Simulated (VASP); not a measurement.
Set up this calculation in VASP 6.6.1, as the native input.

```yaml
Task: single point
Functional: PBEsol
Potentials_or_basis: VASP PAW PBE potentials, release 64 (B, P)
Cutoff: 500 eV
k_mesh: 8 × 8 × 8
Occupations: gaussian, width 0.01 eV
Spin: no spin polarisation
Dipole_correction: no
Further_INCAR_settings: ALGO = Normal; EDIFF = 1e-06; NBANDS = 11
```

The structure of BP (sol) lies in POSCAR:

```
BP
1.0
    0.0000000000      2.2827359537      2.2495436674
    2.2827359537      0.0000000000      2.2495436674
    2.2827359537      2.2827359537      0.0000000000
B P
1 1
Direct
    0.0000000000      0.0000000000      0.0000000000
    0.2500000000      0.2500000000      0.2500000000
```

These files were run (other wordings do the same):

INCAR

```
PREC     = Accurate       # precision mode
ENCUT    = 500            # plane-wave cutoff, eV
EDIFF    = 1E-6           # SCF threshold, eV
ISMEAR   = 0              # smearing method
SIGMA    = 0.01           # smearing width, eV
LREAL    = False          # projectors in reciprocal space
LASPH    = True           # aspherical terms in the spheres
NELM     = 120            # most SCF steps
ALGO     = Normal         # electronic algorithm
ISIF     = 2              # what is computed and relaxed
LWAVE    = False          # write WAVECAR
LCHARG   = False          # write CHGCAR
GGA      = PS             # functional
NBANDS   = 11             # bands
GGA_COMPAT= False
```

KPOINTS

```
Automatic mesh
0
Gamma
  8 8 8
```

Potentials or basis: VASP PAW PBE potentials, release 64 (B, P).

Launch:

```console
$ cat potpaw_PBE.64/B/POTCAR potpaw_PBE.64/P/POTCAR > POTCAR
$ mpirun -np 1 vasp_std > vasp.out
```

It gave:

- Pressure: -2.4 GPa
- Band gap on the k mesh: 0.95 eV, indirect (least direct gap 3.20 eV)

Caveat: the PAW data sets were made with another functional, which shifts forces and pressure a little.

Wall time 9.2 s on 1 thread of Intel Xeon 6975P-C, on a shared host, peak memory 0.14 GiB.
